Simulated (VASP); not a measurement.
Wanted: the native input for a VASP 6.6.1 run.

| Item | Value |
| --- | --- |
| Task | single point |
| Functional | r2SCAN |
| Potentials or basis | VASP PAW PBE potentials, release 64 (Rb_sv) |
| Cutoff | 550 eV |
| k mesh | 9 × 9 × 9 |
| Occupations | fermi-dirac, width 0.1 eV |
| Spin | no spin polarisation |
| Dipole correction | no |
| Further INCAR settings | ALGO = Normal; EDIFF = 1e-06; NBANDS = 10 |

The system is Rb.

```
CELL_PARAMETERS angstrom
0.00000 3.67696 3.67696
3.67696 0.00000 3.67696
3.67696 3.67696 0.00000
ATOMIC_POSITIONS crystal
Rb 0.00000 0.00000 0.00000
```

This isn't the form of Rb at room conditions, which is bcc.

One way to write it, as run:

POSCAR

```
Rb
1.0
    0.0000000000      3.6769622087      3.6769622087
    3.6769622087      0.0000000000      3.6769622087
    3.6769622087      3.6769622087      0.0000000000
Rb
1
Direct
    0.0000000000      0.0000000000      0.0000000000
```

INCAR.step1

```
  PREC = Accurate
  ENCUT = 550
  ISMEAR = -1
  SIGMA = 0.1
  LREAL = False
  LASPH = True
  NELM = 120
  NBANDS = 10
  GGA = PE
  ALGO = Normal
  EDIFF = 1E-5
  LWAVE = True
  LCHARG = False
  GGA_COMPAT = False
```

INCAR.step2

```
  PREC = Accurate
  ENCUT = 550
  EDIFF = 1E-6
  ISMEAR = -1
  SIGMA = 0.1
  LREAL = False
  LASPH = True
  NELM = 120
  ALGO = Normal
  ISIF = 2
  LWAVE = False
  LCHARG = False
  METAGGA = R2SCAN
  LMIXTAU = True
  NBANDS = 10
  ISTART = 1
  GGA_COMPAT = False
```

KPOINTS

```
Automatic mesh
0
Gamma
  9 9 9
```

Potentials or basis: VASP PAW PBE potentials, release 64 (Rb_sv).

Launch:

```sh
$ cat potpaw_PBE.64/Rb_sv/POTCAR > POTCAR
$ cp INCAR.step1 INCAR
$ mpirun -np 1 vasp_std > vasp.out
$ cp INCAR.step2 INCAR
$ mpirun -np 1 vasp_std > vasp.out
```

Results of the run:

| Property | Result |
| --- | --- |
| Pressure | -0.1 GPa |
| Band gap on the k mesh | zero (an odd number of electrons rules out a gap without spin polarisation) |

Caveat: the PAW data sets were made with another functional, which shifts forces and pressure a little.

Wall time 2.2 min on 1 thread of Intel(R) Xeon(R) Platinum 8375C CPU @ 2.90GHz (Ice Lake), on a shared host, peak memory 0.26 GiB.
